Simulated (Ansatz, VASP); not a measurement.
One calculation of MgS, two programs

```
CELL_PARAMETERS angstrom
0.13524 2.67100 2.67100
2.67100 0.13524 2.67100
2.67100 2.67100 0.13524
ATOMIC_POSITIONS crystal
Mg 0.00000 0.00000 0.00000
S 0.50000 0.50000 0.50000
```

Alike in both runs: task single point; functional PBE; k mesh 8 × 8 × 8; occupations gaussian, width 0.05 eV; no spin polarisation.

|  | VASP | Ansatz |
| --- | --- | --- |
| version | VASP 6.6.1 | Ansatz 0.2.0 |
| potentials or method | VASP PAW PBE potentials, release 64 (Mg, S), cutoff 520 eV | scalar-relativistic, plane waves, PAW |
| valence electrons in the cell | 8 | 16 |

|  | VASP | Ansatz | Ansatz less VASP |
| --- | --- | --- | --- |
| gap on the k mesh at the Fermi level (eV) | 2.42 | 2.43 | +0.013 |
| least direct gap on the mesh (eV) | 3.28 | 3.29 | +0.011 |
| pressure (GPa) | 0.9 | 1.2 | +0.30 |
| traceless stress, the component that is largest in VASP (GPa) | -3.07 | -3.06 | +0.002 |

VASP's potentials hold 8 valence electrons a cell and Ansatz's 16, so a difference there can come from the potentials and not from the codes.
